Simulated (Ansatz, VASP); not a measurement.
# Cs2KMoP6 in VASP and in Ansatz

The input INCAR:

```
SYSTEM = Cs2KMoP6
PREC = Accurate
ENCUT = 520
EDIFF = 1E-6
ISMEAR = -1
SIGMA = 0.1
LREAL = .FALSE.
LASPH = .TRUE.
NELM = 100
ALGO = Normal
ISIF = 2
LWAVE = .FALSE.
LCHARG = .FALSE.
GGA = PE
NBANDS = 46
```

File KPOINTS:

```
regular mesh
0
G
  4 4 4
  0 0 0
```

Contents of POSCAR:

```
Cs2KMoP6
1.0
    0.0000000000      4.7531980000      4.7531980000
    4.7531980000      0.0000000000      4.7531980000
    4.7531980000      4.7531980000      0.0000000000
Mo K Cs P
1 1 2 6
Direct
    0.0000000000      0.0000000000      0.0000000000
    0.5000000000      0.5000000000      0.5000000000
    0.2500000000      0.2500000000      0.2500000000
    0.7500000000      0.7500000000      0.7500000000
    0.7730000000      0.2270000000      0.2270000000
    0.2270000000      0.7730000000      0.2270000000
    0.2270000000      0.7730000000      0.7730000000
    0.7730000000      0.2270000000      0.7730000000
    0.2270000000      0.2270000000      0.7730000000
    0.7730000000      0.7730000000      0.2270000000
```

Input for Ansatz:

```yaml
crystal:
  lattice:
    - [0.0, 4.753198, 4.753198]
    - [4.753198, 0.0, 4.753198]
    - [4.753198, 4.753198, 0.0]
  atoms:
    - { symbol: Mo, position: [0.0, 0.0, 0.0] }
    - { symbol: K, position: [0.5, 0.5, 0.5] }
    - { symbol: Cs, position: [0.25, 0.25, 0.25] }
    - { symbol: Cs, position: [0.75, 0.75, 0.75] }
    - { symbol: P, position: [0.773, 0.227, 0.227] }
    - { symbol: P, position: [0.227, 0.773, 0.227] }
    - { symbol: P, position: [0.227, 0.773, 0.773] }
    - { symbol: P, position: [0.773, 0.227, 0.773] }
    - { symbol: P, position: [0.227, 0.227, 0.773] }
    - { symbol: P, position: [0.773, 0.773, 0.227] }
  symmetry: { tolerance: 0.0003 }
kpoints:
  mp_grid: { grid: [4, 4, 4], shift: [0, 0, 0] }
magnetization:
  spin_polarized: false
scf:
  occupations: { method: fermi_dirac }
hamiltonian:
  pseudopotentials: { kind: paw }
  xc: pbe
basis:
  ecutwfc: 420
output:
  forces: true
  stress: true
  eigenvalues: true
```

Alike in both runs: task single point; functional PBE; k mesh 4 × 4 × 4; no spin polarisation.

```csv
,VASP,Ansatz
version,VASP 6.6.1,Ansatz 0.2.0
potentials or method,"VASP PAW PBE potentials, release 64 (Mo_sv, K_sv, Cs_sv, P), cutoff 520 eV",PAW plane waves
occupations,"fermi-dirac, width 0.1 eV",fermi-dirac
valence electrons in the cell,71,71
```

Ansatz gave:

- gap on the k mesh at the Fermi level (eV): none
- pressure (GPa): 24.2
- rms of the force components (eV/Å): 1.005

Problem. Which values does VASP return?

Solution. gap on the k mesh at the Fermi level (eV): none; pressure (GPa): 24.5; rms of the force components (eV/Å): 0.979.

Atom by atom the forces differ by 0.025 eV/Å (rms over components). A gap of «none» marks a metal or a gap that the smearing closes.

Neither program's run includes spin-orbit coupling.
